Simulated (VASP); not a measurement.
# TiN in VASP: single point with PBE

Aim: the single point of TiN with PBE.

All numbers are computed with VASP 6.6.1; they aren't measurements. Logs are shortened: lines on timing, memory, paths and dates and some standing lists are left out, and cuts for length are marked.

### Step 1. The cell of the first run

The cell holds a slab with vacuum, 6 atoms: a = 3.003 Å, b = 3.003 Å, c = 20.130 Å, α = 90.00°, β = 90.00°, γ = 120.00°.

### Step 2. Single point, PBE

INCAR reads:

```
PREC = Accurate
ENCUT = 520
EDIFF = 1E-6
ISMEAR = 0
SIGMA = 0.1
LREAL = False
LASPH = True
NELM = 100
ALGO = Normal
ISIF = 2
LWAVE = False
LCHARG = False
LDIPOL = True
IDIPOL = 3
DIPOL = 0.5 0.5 0.500
GGA = PE
NBANDS = 34
```

KPOINTS reads:

```
regular mesh
0
Gamma
  12 12 1
```

POSCAR reads:

```
TiN
1.0
    3.0028555065      0.0000000000      0.0000000000
   -1.5014277533      2.6005491525      0.0000000000
    0.0000000000      0.0000000000     20.1295531353
N Ti
3 3
Direct
    0.3333333333      0.6666666667      0.3477474116
    0.0000000000      0.0000000000      0.4695494823
    0.6666666667      0.3333333333      0.5931155043
    0.6666666667      0.3333333333      0.4086484470
    0.3333333333      0.6666666667      0.5318458099
    0.0000000000      0.0000000000      0.6485065565
```

Potentials or basis: VASP PAW PBE potentials, release 64 (N, Ti_sv).

Run with:

```sh
$ cat potpaw_PBE.64/N/POTCAR potpaw_PBE.64/Ti_sv/POTCAR > POTCAR
$ mpirun -np 1 vasp_std > vasp.out
```

OUTCAR:

```text
PREC = Accurate
   ENCUT = 520
   EDIFF = 1E-6
   ISMEAR = 0
   LREAL = False
   LASPH = True
   NELM = 100
   ISIF = 2
   GGA = PE

 ion  position               nearest neighbor table
   1  0.333  0.667  0.348-   4 2.12   4 2.12   4 2.12
   2  0.000  0.000  0.470-   4 2.12   4 2.12   4 2.12   5 2.14   5 2.14   5 2.14
   3  0.667  0.333  0.593-   6 2.06   6 2.06   6 2.06   5 2.13   5 2.13   5 2.13
   4  0.667  0.333  0.409-   2 2.12   2 2.12   2 2.12   1 2.12   1 2.12   1 2.12
   5  0.333  0.667  0.532-   3 2.13   3 2.13   3 2.13   2 2.14   2 2.14   2 2.14   6 2.92   6 2.92
                             6 2.92
   6  0.000  0.000  0.649-   3 2.06   3 2.06   3 2.06   5 2.92   5 2.92   5 2.92

  LATTYP: Found a hexagonal cell.
 ALAT       =     3.0028555065
 C/A-ratio  =     6.7034704440

  Lattice vectors:

 A1 = (   3.0028555065,   0.0000000000,   0.0000000000)
 A2 = (  -1.5014277533,   2.6005491525,   0.0000000000)
 A3 = (   0.0000000000,   0.0000000000,  20.1295531353)

Analysis of symmetry for initial positions (statically):
=====================================================================
 Subroutine PRICEL returns:
 Original cell was already a primitive cell.

 Routine SETGRP: Setting up the symmetry group for a
 hexagonal supercell.

 Subroutine GETGRP returns: Found  6 space group operations
 (whereof  6 operations were pure point group operations)
 out of a pool of 24 trial point group operations.

The static configuration has the point symmetry C_3v.

Analysis of symmetry for dynamics (positions and initial velocities):
=====================================================================
 Subroutine PRICEL returns:
 Original cell was already a primitive cell.

 Routine SETGRP: Setting up the symmetry group for a
 hexagonal supercell.

 Subroutine GETGRP returns: Found  6 space group operations
 (whereof  6 operations were pure point group operations)
 out of a pool of 24 trial point group operations.

The dynamic configuration has the point symmetry C_3v.

 Subroutine INISYM returns: Found  6 space group operations
 (whereof  6 operations are pure point group operations),
 and found     1 'primitive' translations

----------------------------------------------------------------------------------------

                                     Primitive cell

  volume of cell :     157.1932

  direct lattice vectors                    reciprocal lattice vectors
     3.002855506  0.000000000  0.000000000     0.333016357  0.192267083  0.000000000
    -1.501427753  2.600549153  0.000000000     0.000000000  0.384534166  0.000000000
     0.000000000  0.000000000 20.129553135     0.000000000  0.000000000  0.049678202

  length of vectors
     3.002855506  3.002855507 20.129553135     0.384534166  0.384534166  0.049678202

  position of ions in fractional coordinates (direct lattice)
     0.333333333  0.666666667  0.347747412
     0.000000000  0.000000000  0.469549482
     0.666666667  0.333333333  0.593115504
     0.666666667  0.333333333  0.408648447
     0.333333333  0.666666667  0.531845810
     0.000000000  0.000000000  0.648506557

  ion indices of the primitive-cell ions
   primitive index   ion index
                 1           1
                 2           2
                 3           3
                 4           4
                 5           5
                 6           6

----------------------------------------------------------------------------------------

 KPOINTS: regular mesh

Automatic generation of k-mesh.
 Grid dimensions read from file:
 generate k-points for:   12   12    1

 Generating k-lattice:

  Cartesian coordinates                     Fractional coordinates (reciprocal lattice)
     0.027751363  0.016022257  0.000000000     0.083333333 -0.000000000  0.000000000
     0.000000000  0.032044514  0.000000000     0.000000000  0.083333333  0.000000000
     0.000000000  0.000000000  0.049678202     0.000000000  0.000000000  1.000000000

  Length of vectors
     0.032044514  0.032044514  0.049678202

  Shift w.r.t. Gamma in fractional coordinates (k-lattice)
     0.000000000  0.000000000  0.000000000

 Subroutine IBZKPT returns following result:
 ===========================================

 Found     19 irreducible k-points:

 Following reciprocal coordinates:
            Coordinates               Weight
  0.000000  0.000000  0.000000      1.000000
  0.083333  0.000000  0.000000      6.000000
  0.166667  0.000000  0.000000      6.000000
  0.250000  0.000000  0.000000      6.000000
  0.333333  0.000000  0.000000      6.000000
  0.416667  0.000000  0.000000      6.000000
[... 11 lines left out ...]
  0.333333  0.250000  0.000000     12.000000
  0.333333  0.333333  0.000000      2.000000
   k-points           NKPTS =     19   k-points in BZ     NKDIM =     19   number of bands    NBANDS=     34
   number of dos      NEDOS =    301   number of ions     NIONS =      6
   total plane-waves  NPLWV =  86400
   dimension x,y,z NGX =    24 NGY =   24 NGZ =  150
   dimension x,y,z NGXF=    48 NGYF=   48 NGZF=  300
   ions per type =               3   3
   NGX,Y,Z   is equivalent  to a cutoff of  13.29, 13.29, 12.39 a.u.
   NGXF,Y,Z  is equivalent  to a cutoff of  26.57, 26.57, 24.78 a.u.
 SYSTEM =  unknown system
   PREC   = accura    normal or accurate (medium, high low for compatibility)
   ISTART =      0    job   : 0-new  1-cont  2-samecut
   ICHARG =      2    charge: 1-file 2-atom 10-const
   ISPIN  =      1    spin polarized calculation?
   LNONCOLLINEAR =      F non collinear calculations
   LSORBIT =      F    spin-orbit coupling
   LASPH  =      T    aspherical Exc in radial PAW
   ENCUT  =  520.0 eV  38.22 Ry    6.18 a.u.   5.58  5.58 37.43*2*pi/ulx,y,z
   NELM   =    100;   NELMIN=  2; NELMDL= -5     # of ELM steps
   EDIFF  = 0.1E-05   stopping-criterion for ELM
   LREAL  =      F    real-space projection
   EDIFFG = 0.1E-04   stopping-criterion for IOM
   NSW    =      0    number of steps for IOM
   IBRION =     -1    ionic relax: 0-MD 1-quasi-New 2-CG
   NFREE  =      0    steps in history (QN), initial steepest desc. (CG)
   ISIF   =      2    stress and relaxation
   ISYM   =      2    0-nonsym 1-usesym 2-fastsym
   POTIM  = 0.5000    time-step for ionic-motion
   TEBEG  =    0.0;   TEEND  =   0.0 temperature during run
   PSTRESS=    0.0 pullay stress
   NELECT =      51.0000    total number of electrons
   NUPDOWN=      -1.0000    fix difference up-down
   EMIN   =  10.00;   EMAX   =-10.00  energy-range for DOS
   EFERMI =   0.00;   METHOD = LEGACY
   ISMEAR =     0;   SIGMA  =   0.10  broadening in eV -4-tet -1-fermi 0-gaus
   EFERMI_NEDOS =   21; number of points for ismear=-14 and -15
   IALGO  =     38    algorithm
   IMIX   =      4    mixing-type and parameters
     AMIX     =   0.40;   BMIX     =  1.00
     AMIX_MAG =   1.60;   BMIX_MAG =  1.00
  volume/ion in A,a.u.               =      26.20       176.80
  Fermi-wavevector in a.u.,A,eV,Ry     =   1.124917  2.125784 17.217322  1.265437
  Thomas-Fermi vector in A             =   2.261591
   LORBIT       =      0    0 simple, 1 ext, 2 COOP (PROOUT), +10 PAW based schemes
   GGA     = PE    functional components
   LHFCALC =     F    Hartree Fock is set to
   AEXX    =    0.0000 exact exchange contribution
   IVDW    =     0    specifies the selected vdW correction
   LEPSILON=     F    determine dielectric tensor
   LRPA    =     F    only Hartree local field effects (RPA)
 non-spin polarized calculation
 Gauss-broadening in eV      SIGMA  =   0.10
  energy-cutoff  :      520.00
  volume of cell :      157.19
 maximum number of plane-waves:      4287
 NGX is ok and might be reduce to    24
   NGX = 11   NGY = 11   NGZ = 75

 dipolmoment           0.000000      0.000000      0.323081 electrons x Angstroem

 number of electron      51.0000016 magnetization

 dipolmoment           0.000000      0.000000     -0.155725 electrons x Angstroem

 Free energy of the ion-electron system (eV)
  ---------------------------------------------------
  ext. energy  EPLUGINS =         0.00000000
  ---------------------------------------------------
  free energy    TOTEN  =       -54.27465820 eV

  energy without entropy =      -54.24531364  energy(sigma->0) =      -54.25998592

 E-fermi :  -0.2206     XC(G=0):  -5.8308

 val. band max:       -0.2565705504   @ k =   0.0833   0.0833   0.0000
 cond. band min:      -0.2172173767   @ k =   0.3333   0.1667   0.0000
 fundamental gap:      0.0393531738
 Fermi energy:        -0.2206149015

 k-point     1 :       0.0000    0.0000    0.0000
  band No.  band energies     occupation
      1     -57.6703      2.00000
      2     -57.3713      2.00000
      3     -56.7430      2.00000
      4     -34.1483      2.00000
      5     -33.7278      2.00000
      6     -33.7278      2.00000
[... 26 lines left out ...]
     33       1.8355      0.00000
     34       2.1531      0.00000

 k-point     2 :       0.0833    0.0000    0.0000
  band No.  band energies     occupation
      1     -57.6658      2.00000
      2     -57.3675      2.00000
      3     -56.7390      2.00000
      4     -34.1377      2.00000
      5     -33.7721      2.00000
      6     -33.7351      2.00000
[... 26 lines left out ...]
     33       1.9438      0.00000
     34       2.3403      0.00000

 k-point     3 :       0.1667    0.0000    0.0000
  band No.  band energies     occupation
      1     -57.6537      2.00000
      2     -57.3571      2.00000
      3     -56.7279      2.00000
      4     -34.1094      2.00000
      5     -33.8662      2.00000
      6     -33.7551      2.00000
[... 26 lines left out ...]
     33       2.1502      0.00000
     34       2.6381      0.00000
[... 519 lines left out ...]
 k-point    18 :       0.3333    0.2500    0.0000
  band No.  band energies     occupation
      1     -57.5975      2.00000
      2     -57.3090      2.00000
      3     -56.6766      2.00000
      4     -34.1390      2.00000
      5     -33.9986      2.00000
      6     -33.9543      2.00000
[... 26 lines left out ...]
     33       3.0520      0.00000
     34       3.2454      0.00000

 k-point    19 :       0.3333    0.3333    0.0000
  band No.  band energies     occupation
      1     -57.5953      2.00000
      2     -57.3070      2.00000
      3     -56.6746      2.00000
      4     -34.0816      2.00000
      5     -34.0740      2.00000
      6     -33.9456      2.00000
[... 26 lines left out ...]
     33       3.0455      0.00000
     34       3.1347      0.00000

------------------------ aborting loop because EDIFF is reached ----------------------------------------

 vacuum level on the upper side and lower side of the slab       (xc-potential included)        -1.931         1.582

  FORCE on cell =-STRESS in cart. coord.  units (eV):
  Direction    XX          YY          ZZ          XY          YZ          ZX
  --------------------------------------------------------------------------------------
  -------------------------------------------------------------------------------------
  Total       -1.8473476     -1.8473476     -3.4984517      0.0000000      0.0000000      0.0000000
  in kB      -18.8289267    -18.8289267    -35.6576590      0.0000000      0.0000000      0.0000000
  external PRESSURE =     -24.4385041 kB  Pullay stress =       0.0000000 kB

 VOLUME and BASIS-vectors are now :
 -----------------------------------------------------------------------------
  energy-cutoff  :      520.00
  volume of cell :      157.19
      direct lattice vectors                 reciprocal lattice vectors
     3.002855506  0.000000000  0.000000000     0.333016357  0.192267083  0.000000000
    -1.501427753  2.600549153  0.000000000     0.000000000  0.384534166  0.000000000
     0.000000000  0.000000000 20.129553135     0.000000000  0.000000000  0.049678202

 POSITION                                       TOTAL-FORCE (eV/Angst)
 -----------------------------------------------------------------------------------
     -0.00000      1.73370      7.00000         0.000000     -0.000000      4.098093
      0.00000      0.00000      9.45182         0.000000     -0.000000      1.143472
      1.50143      0.86685     11.93915         0.000000      0.000000     -0.002310
      1.50143      0.86685      8.22591         0.000000     -0.000000     -5.268421
     -0.00000      1.73370     10.70582        -0.000000      0.000000     -0.011575
      0.00000      0.00000     13.05415         0.000000     -0.000000      0.040742
 -----------------------------------------------------------------------------------
    total drift:                               -0.000000     -0.000000     -0.000530

  FREE ENERGIE OF THE ION-ELECTRON SYSTEM (eV)
  ---------------------------------------------------
  free  energy   TOTEN  =       -54.2746582043 eV

  energy  without entropy=      -54.2453136430  energy(sigma->0) =      -54.25998592

 vacuum level on the upper side and lower side of the slab         4.292         7.928
```

Wall time 6.2 min (1 thread of Intel Xeon 8259CL, shared host); peak memory 0.32 GiB.

What came out:

```
Free energy            : -54.2747 eV
Largest force          : 5.268 eV/Å
Band gap on the k mesh : zero (an odd number of electrons rules out a gap without spin polarisation)
```

Forces on the atoms (eV/Å):
```
N    0.000  0.000  4.098
N    0.000  0.000  1.143
N    0.000  0.000 -0.002
Ti   0.000  0.000 -5.268
Ti   0.000  0.000 -0.012
Ti   0.000  0.000  0.041
```

Levels at points of the mesh, in eV from the Fermi level:
```tsv
k point	band 21	band 22	band 23	band 24	band 25	band 26	band 27	band 28	band 29	band 30
(0.00, 0.00, 0.00)	-3.15	-1.21	-0.53	-0.22	-0.22	0.38	0.38	0.54	1.58	1.58
(0.50, 0.00, 0.00)	-3.54	-2.44	-1.66	-0.45	-0.25	0.19	1.08	1.92	2.19	2.20
```
